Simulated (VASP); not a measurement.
# Ti3Se (P-6m2) in VASP: settings compared

Aim: see how the results for Ti3Se move with the level of theory and the settings. Levels: LDA, PBE. Tasks: single point.

Everything below comes from runs of VASP 6.6.1. Logs are shortened: lines on timing, memory, paths and dates and some standing lists are left out, and cuts for length are marked.

## Step 1: The cell of the first run

The structure is hexagonal, space group P-6m2 (No. 187). The conventional cell has a = 3.197 Å, b = 3.197 Å, c = 7.943 Å, α = 90.00°, β = 90.00°, γ = 120.00°. Se (site symmetry -6m2) has 6 Ti at 2.58 Å and 6 Se at 3.20 Å within 3.4 Å. Ti (site symmetry -6m2) has 12 Ti at 2.85 to 3.20 Å within 3.8 Å. Ti (site symmetry 3m) has 3 Se at 2.58 Å and 9 Ti at 2.85 to 3.20 Å within 3.4 Å.

## Step 2: Single point, LDA

File INCAR:

```
PREC     = Accurate       # precision mode
ENCUT    = 520            # plane-wave cutoff, eV
EDIFF    = 1E-6           # SCF threshold, eV
ISMEAR   = -1             # smearing method
SIGMA    = 0.05           # smearing width, eV
LREAL    = F              # projectors in reciprocal space
LASPH    = T              # aspherical terms in the spheres
NELM     = 60             # most SCF steps
ALGO     = Normal         # electronic algorithm
ISIF     = 2              # what is computed and relaxed
LWAVE    = F              # write WAVECAR
LCHARG   = F              # write CHGCAR
NBANDS   = 29             # bands
```

File KPOINTS:

```
regular mesh
0
Gamma
  10 10 4
```

File POSCAR:

```
Ti3Se
1.0
    3.1974455988      0.0000000000      0.0000000000
   -1.5987227994      2.7690691158      0.0000000000
    0.0000000000      0.0000000000      7.9427450000
Se Ti
1 3
Direct
    0.0000000000      0.0000000000      0.0000000000
    0.6666666667      0.3333333333      0.5000000000
    0.3333333333      0.6666666667      0.7729020000
    0.3333333333      0.6666666667      0.2270980000
```

Potentials or basis: VASP PAW LDA potentials, release 64 (Se, Ti_sv).

On the command line:

```sh
> cat potpaw_LDA.64/Se/POTCAR potpaw_LDA.64/Ti_sv/POTCAR > POTCAR
> mpirun -np 1 vasp_std > vasp.out
```

OUTCAR:

```text
PREC = Accurate
   ENCUT = 520
   EDIFF = 1E-6
   ISMEAR = -1
   LREAL = F
   LASPH = T
   NELM = 60
   ISIF = 2

 ion  position               nearest neighbor table
   1  0.000  0.000  0.000-   3 2.58   4 2.58   3 2.58   4 2.58   3 2.58   4 2.58
   2  0.667  0.333  0.500-   3 2.85   4 2.85   3 2.85   4 2.85   3 2.85   4 2.85
   3  0.333  0.667  0.773-   1 2.58   1 2.58   1 2.58   2 2.85   2 2.85   2 2.85
   4  0.333  0.667  0.227-   1 2.58   1 2.58   1 2.58   2 2.85   2 2.85   2 2.85

  LATTYP: Found a hexagonal cell.
 ALAT       =     3.1974455988
 C/A-ratio  =     2.4840907389

  Lattice vectors:

 A1 = (   3.1974455988,   0.0000000000,   0.0000000000)
 A2 = (  -1.5987227994,   2.7690691158,   0.0000000000)
 A3 = (   0.0000000000,   0.0000000000,   7.9427450000)

Analysis of symmetry for initial positions (statically):
=====================================================================
 Subroutine PRICEL returns:
 Original cell was already a primitive cell.

 Routine SETGRP: Setting up the symmetry group for a
 hexagonal supercell.

 Subroutine GETGRP returns: Found 12 space group operations
 (whereof 12 operations were pure point group operations)
 out of a pool of 24 trial point group operations.

The static configuration has the point symmetry D_3h.

Analysis of symmetry for dynamics (positions and initial velocities):
=====================================================================
 Subroutine PRICEL returns:
 Original cell was already a primitive cell.

 Routine SETGRP: Setting up the symmetry group for a
 hexagonal supercell.

 Subroutine GETGRP returns: Found 12 space group operations
 (whereof 12 operations were pure point group operations)
 out of a pool of 24 trial point group operations.

The dynamic configuration has the point symmetry D_3h.

 Subroutine INISYM returns: Found 12 space group operations
 (whereof 12 operations are pure point group operations),
 and found     1 'primitive' translations

----------------------------------------------------------------------------------------

                                     Primitive cell

  volume of cell :      70.3247

  direct lattice vectors                    reciprocal lattice vectors
     3.197445599  0.000000000  0.000000000     0.312749653  0.180566096  0.000000000
    -1.598722799  2.769069116  0.000000000     0.000000000  0.361132192  0.000000000
     0.000000000  0.000000000  7.942745000     0.000000000  0.000000000  0.125901058

  length of vectors
     3.197445599  3.197445599  7.942745000     0.361132192  0.361132192  0.125901058

  position of ions in fractional coordinates (direct lattice)
     0.000000000  0.000000000  0.000000000
     0.666666667  0.333333333  0.500000000
     0.333333333  0.666666667  0.772902000
     0.333333333  0.666666667  0.227098000

  ion indices of the primitive-cell ions
   primitive index   ion index
                 1           1
                 2           2
                 3           3
                 4           4

----------------------------------------------------------------------------------------

 KPOINTS: regular mesh

Automatic generation of k-mesh.
 Grid dimensions read from file:
 generate k-points for:   10   10    4

 Generating k-lattice:

  Cartesian coordinates                     Fractional coordinates (reciprocal lattice)
     0.031274965  0.018056610  0.000000000     0.100000000 -0.000000000  0.000000000
     0.000000000  0.036113219  0.000000000     0.000000000  0.100000000  0.000000000
     0.000000000  0.000000000  0.031475265     0.000000000  0.000000000  0.250000000

  Length of vectors
     0.036113219  0.036113219  0.031475265

  Shift w.r.t. Gamma in fractional coordinates (k-lattice)
     0.000000000  0.000000000  0.000000000

 Subroutine IBZKPT returns following result:
 ===========================================

 Found     42 irreducible k-points:

 Following reciprocal coordinates:
            Coordinates               Weight
  0.000000  0.000000  0.000000      1.000000
  0.100000  0.000000  0.000000      6.000000
  0.200000  0.000000  0.000000      6.000000
  0.300000 -0.000000  0.000000      6.000000
  0.400000  0.000000  0.000000      6.000000
  0.500000 -0.000000  0.000000      3.000000
[... 16 lines left out ...]
  0.300000  0.100000  0.250000     24.000000
  0.400000  0.100000  0.250000     24.000000
 [... further k-points ...]
   k-points           NKPTS =     42   k-points in BZ     NKDIM =     42   number of bands    NBANDS=     29
   number of dos      NEDOS =    301   number of ions     NIONS =      4
   total plane-waves  NPLWV =  34560
   dimension x,y,z NGX =    24 NGY =   24 NGZ =   60
   dimension x,y,z NGXF=    48 NGYF=   48 NGZF=  120
   ions per type =               1   3
   NGX,Y,Z   is equivalent  to a cutoff of  12.48, 12.48, 12.56 a.u.
   NGXF,Y,Z  is equivalent  to a cutoff of  24.96, 24.96, 25.12 a.u.
 SYSTEM =  unknown system
   PREC   = accura    normal or accurate (medium, high low for compatibility)
   ISTART =      0    job   : 0-new  1-cont  2-samecut
   ICHARG =      2    charge: 1-file 2-atom 10-const
   ISPIN  =      1    spin polarized calculation?
   LNONCOLLINEAR =      F non collinear calculations
   LSORBIT =      F    spin-orbit coupling
   LASPH  =      T    aspherical Exc in radial PAW
   ENCUT  =  520.0 eV  38.22 Ry    6.18 a.u.   5.95  5.95 14.77*2*pi/ulx,y,z
   NELM   =     60;   NELMIN=  2; NELMDL= -5     # of ELM steps
   EDIFF  = 0.1E-05   stopping-criterion for ELM
   LREAL  =      F    real-space projection
   EDIFFG = 0.1E-04   stopping-criterion for IOM
   NSW    =      0    number of steps for IOM
   IBRION =     -1    ionic relax: 0-MD 1-quasi-New 2-CG
   NFREE  =      0    steps in history (QN), initial steepest desc. (CG)
   ISIF   =      2    stress and relaxation
   ISYM   =      2    0-nonsym 1-usesym 2-fastsym
   POTIM  = 0.5000    time-step for ionic-motion
   TEBEG  =    0.0;   TEEND  =   0.0 temperature during run
   PSTRESS=    0.0 pullay stress
   NELECT =      42.0000    total number of electrons
   NUPDOWN=      -1.0000    fix difference up-down
   EMIN   =  10.00;   EMAX   =-10.00  energy-range for DOS
   EFERMI =   0.00;   METHOD = LEGACY
   ISMEAR =    -1;   SIGMA  =   0.05  broadening in eV -4-tet -1-fermi 0-gaus
   EFERMI_NEDOS =   21; number of points for ismear=-14 and -15
   IALGO  =     38    algorithm
   IMIX   =      4    mixing-type and parameters
     AMIX     =   0.40;   BMIX     =  1.00
     AMIX_MAG =   1.60;   BMIX_MAG =  1.00
  volume/ion in A,a.u.               =      17.58       118.64
  Fermi-wavevector in a.u.,A,eV,Ry     =   1.378654  2.605279 25.860428  1.900688
  Thomas-Fermi vector in A             =   2.503696
   LORBIT       =      0    0 simple, 1 ext, 2 COOP (PROOUT), +10 PAW based schemes
   GGA     = CA    functional components
   LHFCALC =     F    Hartree Fock is set to
   AEXX    =    0.0000 exact exchange contribution
   IVDW    =     0    specifies the selected vdW correction
   LEPSILON=     F    determine dielectric tensor
   LRPA    =     F    only Hartree local field effects (RPA)
 non-spin polarized calculation
  energy-cutoff  :      520.00
  volume of cell :       70.32
 maximum number of plane-waves:      1918
 NGX is ok and might be reduce to    24
   NGX = 11   NGY = 11   NGZ = 29

 number of electron      41.9999998 magnetization

 Free energy of the ion-electron system (eV)
  ---------------------------------------------------
  ext. energy  EPLUGINS =         0.00000000
  ---------------------------------------------------
  free energy    TOTEN  =       -31.81606661 eV

  energy without entropy =      -31.79168718  energy(sigma->0) =      -31.80387689

 E-fermi :   7.8805     XC(G=0): -11.6046

 val. band max:        7.8702116824   @ k =   0.1000   0.1000   0.0000
 cond. band min:       7.8859458672   @ k =   0.3000   0.2000   0.0000
 fundamental gap:      0.0157341848
 Fermi energy:         7.8805168122

 k-point     1 :       0.0000    0.0000    0.0000
  band No.  band energies     occupation
      1     -48.4366      2.00000
      2     -48.4146      2.00000
      3     -48.2607      2.00000
      4     -25.3057      2.00000
      5     -25.2076      2.00000
      6     -24.9223      2.00000
[... 21 lines left out ...]
     28       9.5408      0.00000
     29       9.5408      0.00000

 k-point     2 :       0.1000    0.0000    0.0000
  band No.  band energies     occupation
      1     -48.4325      2.00000
      2     -48.4119      2.00000
      3     -48.2597      2.00000
      4     -25.2951      2.00000
      5     -25.2100      2.00000
      6     -24.9413      2.00000
[... 21 lines left out ...]
     28       9.4708      0.00000
     29       9.5297      0.00000

 k-point     3 :       0.2000    0.0000    0.0000
  band No.  band energies     occupation
      1     -48.4215      2.00000
      2     -48.4050      2.00000
      3     -48.2573      2.00000
      4     -25.2667      2.00000
      5     -25.2189      2.00000
      6     -25.0039      2.00000
[... 21 lines left out ...]
     28       9.5642      0.00000
     29       9.6439      0.00000

 k-point     4 :       0.3000   -0.0000    0.0000
  band No.  band energies     occupation
      1     -48.4075      2.00000
      2     -48.3965      2.00000
      3     -48.2546      2.00000
      4     -25.2355      2.00000
      5     -25.2326      2.00000
      6     -25.0784      2.00000
[... 597 lines left out ...]
     28       9.8141      0.00000
     29      10.1460      0.00000

 k-point    23 :       0.3000    0.1000    0.2500
  band No.  band energies     occupation
      1     -48.3988      2.00000
      2     -48.3925      2.00000
      3     -48.2533      2.00000
      4     -25.2390      2.00000
      5     -25.2167      2.00000
      6     -25.1138      2.00000
[... 21 lines left out ...]
     28      10.1803      0.00000
     29      10.4031      0.00000

 k-point    24 :       0.4000    0.1000    0.2500
  band No.  band energies     occupation
      1     -48.3907      2.00000
      2     -48.3875      2.00000
      3     -48.2521      2.00000
      4     -25.2482      2.00000
      5     -25.2140      2.00000
      6     -25.1340      2.00000
[... 21 lines left out ...]
     28      10.4902      0.00000
     29      10.6536      0.00000

 [... further k-points ...]

------------------------ aborting loop because EDIFF is reached ----------------------------------------

  FORCE on cell =-STRESS in cart. coord.  units (eV):
  Direction    XX          YY          ZZ          XY          YZ          ZX
  --------------------------------------------------------------------------------------
  -------------------------------------------------------------------------------------
  Total       -3.1893782     -3.1893782     -3.8407936      0.0000000     -0.0000000      0.0000000
  in kB      -72.6622797    -72.6622797    -87.5032076      0.0000000     -0.0000000      0.0000000
  external PRESSURE =     -77.6092557 kB  Pullay stress =       0.0000000 kB

 VOLUME and BASIS-vectors are now :
 -----------------------------------------------------------------------------
  energy-cutoff  :      520.00
  volume of cell :       70.32
      direct lattice vectors                 reciprocal lattice vectors
     3.197445599  0.000000000  0.000000000     0.312749653  0.180566096  0.000000000
    -1.598722799  2.769069116  0.000000000     0.000000000  0.361132192  0.000000000
     0.000000000  0.000000000  7.942745000     0.000000000  0.000000000  0.125901058

 POSITION                                       TOTAL-FORCE (eV/Angst)
 -----------------------------------------------------------------------------------
      0.00000      0.00000      0.00000         0.000000      0.000000      0.000000
      1.59872      0.92302      3.97137        -0.000000      0.000000      0.000000
     -0.00000      1.84605      6.13896         0.000000      0.000000      0.085529
     -0.00000      1.84605      1.80378         0.000000     -0.000000     -0.085529
 -----------------------------------------------------------------------------------
    total drift:                                0.000000     -0.000000     -0.000000

  FREE ENERGIE OF THE ION-ELECTRON SYSTEM (eV)
  ---------------------------------------------------
  free  energy   TOTEN  =       -31.8160666055 eV

  energy  without entropy=      -31.7916871833  energy(sigma->0) =      -31.80387689
```

It took 2.4 min on 1 thread of Intel Xeon 8259CL, shared host; peak memory 0.2 GiB.

What came out:

```yaml
Free_energy: -31.8161 eV
Pressure: -7.8 GPa
Largest_force: 0.086 eV/Å
Band_gap_on_the_k_mesh: zero (bands 21 and 22 overlap by 0.53 eV)
```

Forces on the atoms (eV/Å):
```
Se   0.000  0.000  0.000
Ti   0.000  0.000  0.000
Ti   0.000  0.000  0.086
Ti   0.000  0.000 -0.086
```

Levels at points of the mesh, in eV from the Fermi level:
| k point | band 18 | band 19 | band 20 | band 21 | band 22 | band 23 | band 24 | band 25 |
| --- | --- | --- | --- | --- | --- | --- | --- | --- |
| (0.00, 0.00, 0.00) | -1.31 | -0.09 | 0.15 | 0.15 | 0.29 | 0.29 | 0.95 | 1.06 |
| (0.50, 0.00, 0.00) | -1.77 | -1.54 | -0.59 | -0.41 | 0.18 | 0.84 | 0.84 | 2.29 |
| (0.00, 0.00, 0.50) | -1.39 | -0.61 | 0.38 | 0.38 | 0.60 | 0.60 | 0.60 | 0.99 |
| (0.50, 0.00, 0.50) | -1.54 | -1.47 | -0.86 | -0.84 | 0.61 | 0.84 | 0.99 | 1.23 |

Caveat: the cell stands under tension.

## Step 3: Single point, PBE

This run uses another cell than the first one, of 16.53 Å³/atom.

File INCAR:

```
SYSTEM = Ti3Se
PREC     = Accurate       ! precision mode
ENCUT    = 520            ! plane-wave cutoff, eV
EDIFF    = 1E-7           ! SCF threshold, eV
ISMEAR   = -1             ! smearing method
SIGMA    = 0.05           ! smearing width, eV
LREAL    = .False.        ! projectors in reciprocal space
LASPH    = .True.         ! aspherical terms in the spheres
NELM     = 60             ! most SCF steps
ALGO     = Normal         ! electronic algorithm
ISIF     = 2              ! what is computed and relaxed
LWAVE    = .False.        ! write WAVECAR
LCHARG   = .False.        ! write CHGCAR
GGA      = PE             ! functional
NBANDS   = 29             ! bands
```

File KPOINTS:

```
Automatic mesh
0
Gamma
  10 10 4
  0 0 0
```

File POSCAR:

```
Ti3Se
1.0
    3.1321732920      0.0000000000      0.0000000000
   -1.5660866460      2.7125416399      0.0000000000
    0.0000000000      0.0000000000      7.7806026671
Se Ti
1 3
Direct
    0.0000000000      0.0000000000      0.0000000000
    0.6666666667      0.3333333333      0.5000000000
    0.3333333333      0.6666666667      0.7729020000
    0.3333333333      0.6666666667      0.2270980000
```

Potentials or basis: VASP PAW PBE potentials, release 64 (Se, Ti_sv).

On the command line:

```sh
> cat potpaw_PBE.64/Se/POTCAR potpaw_PBE.64/Ti_sv/POTCAR > POTCAR
> mpirun -np 1 vasp_std > vasp.out
```

It took 61 s on 1 thread of Intel Xeon Platinum 8375C at 2.90GHz (Ice Lake), shared host; peak memory 0.21 GiB.

Results (log left out):

* Free energy: -28.7798 eV
* Pressure: 8.1 GPa
* Largest force: 0.263 eV/Å
* Band gap on the k mesh: zero (bands 21 and 22 overlap by 0.58 eV)

Forces on the atoms (eV/Å):
```
Se   0.000  0.000  0.000
Ti   0.000  0.000  0.000
Ti   0.000  0.000 -0.263
Ti   0.000  0.000  0.263
```

Stress tensor (GPa, compression positive):
```
7.61 0.00 0.00
0.00 7.61 0.00
0.00 0.00 9.11
```

Levels at points of the mesh, in eV from the Fermi level:
| k point | band 18 | band 19 | band 20 | band 21 | band 22 | band 23 | band 24 | band 25 |
| --- | --- | --- | --- | --- | --- | --- | --- | --- |
| (0.00, 0.00, 0.00) | -1.34 | -0.07 | 0.15 | 0.15 | 0.31 | 0.31 | 1.04 | 1.12 |
| (0.50, 0.00, 0.00) | -1.92 | -1.68 | -0.63 | -0.47 | 0.20 | 0.87 | 0.91 | 2.48 |
| (0.00, 0.00, 0.50) | -1.43 | -0.66 | 0.41 | 0.41 | 0.64 | 0.64 | 0.68 | 1.08 |
| (0.50, 0.00, 0.50) | -1.69 | -1.59 | -0.95 | -0.93 | 0.70 | 0.92 | 1.08 | 1.30 |

Caveat: the cell stands under pressure.

## Step 4: Single point, PBE

This run uses another cell than the first one, of 16.88 Å³/atom.

File INCAR:

```
PREC = Accurate
ENCUT = 520
EDIFF = 1E-7
ISMEAR = -1
SIGMA = 0.05
LREAL = False
LASPH = True
NELM = 60
ALGO = Normal
ISIF = 2
LWAVE = False
LCHARG = True
GGA = PE
LELF = True
LVHAR = True
NBANDS = 29
```

File KPOINTS:

```
Automatic mesh
0
Gamma
  10 10 4
```

File POSCAR:

```
Ti3Se
1.0
    3.1542315771      0.0000000000      0.0000000000
   -1.5771157886      2.7316446752      0.0000000000
    0.0000000000      0.0000000000      7.8353974489
Se Ti
1 3
Direct
    0.0000000000      0.0000000000      0.0000000000
    0.6666666667      0.3333333333      0.5000000000
    0.3333333333      0.6666666667      0.7729020000
    0.3333333333      0.6666666667      0.2270980000
```

On the command line:

```sh
> cat potpaw_PBE.64/Se/POTCAR potpaw_PBE.64/Ti_sv/POTCAR > POTCAR
> mpirun -np 1 vasp_std > vasp.out
```

It took 72 s on 1 thread of Intel Xeon Platinum 8375C at 2.90GHz (Ice Lake), shared host; peak memory 0.21 GiB.

The run converged. Its results:

```yaml
Free_energy: -28.8385 eV
Pressure: 5.2 GPa
Largest_force: 0.181 eV/Å
Band_gap_on_the_k_mesh: zero (bands 21 and 22 overlap by 0.57 eV)
```

Forces in eV/Å, atoms in the order of the input:
```
Se   0.000  0.000  0.000
Ti   0.000  0.000  0.000
Ti   0.000  0.000 -0.181
Ti   0.000  0.000  0.181
```

Stress tensor (GPa, compression positive):
```
4.85 0.00 0.00
0.00 4.85 0.00
0.00 0.00 5.87
```

Levels at points of the mesh, in eV from the Fermi level:
```
           k point  band 18  band 19  band 20  band 21  band 22  band 23  band 24  band 25
(0.00, 0.00, 0.00)    -1.34    -0.10     0.15     0.15     0.31     0.31     1.00     1.10
(0.50, 0.00, 0.00)    -1.87    -1.64    -0.65    -0.47     0.20     0.85     0.88     2.41
(0.00, 0.00, 0.50)    -1.42    -0.65     0.40     0.40     0.63     0.63     0.64     1.05
(0.50, 0.00, 0.50)    -1.64    -1.56    -0.93    -0.92     0.66     0.90     1.05     1.27
```

Caveat: the cell stands under pressure.

## Step 5: Overview

```tsv
level	potentials or basis	cell	gap on the mesh (eV)	pressure (GPa)	largest force (eV/Å)
LDA	VASP PAW LDA potentials, release 64 (Se, Ti_sv)	a = 3.197, b = 3.197, c = 7.943 Å, angles 90.0, 90.0, 120.0°, 4 atoms	none	-7.8	0.09
PBE	VASP PAW PBE potentials, release 64 (Se, Ti_sv)	a = 3.132, b = 3.132, c = 7.781 Å, angles 90.0, 90.0, 120.0°, 4 atoms	none	8.1	0.26
PBE	VASP PAW PBE potentials, release 64 (Se, Ti_sv)	a = 3.154, b = 3.154, c = 7.835 Å, angles 90.0, 90.0, 120.0°, 4 atoms	none	5.2	0.18
```

Alike in all rows: task single point; no spin polarisation; k mesh 10 × 10 × 4; cutoff (eV) 520; smearing fermi-dirac 0.05 eV.

Caveats: the cell stands under pressure (at least some runs); the cell stands under tension (at least some runs).

Total energies depend on the potentials used, so only differences within one code and one set of settings carry meaning.
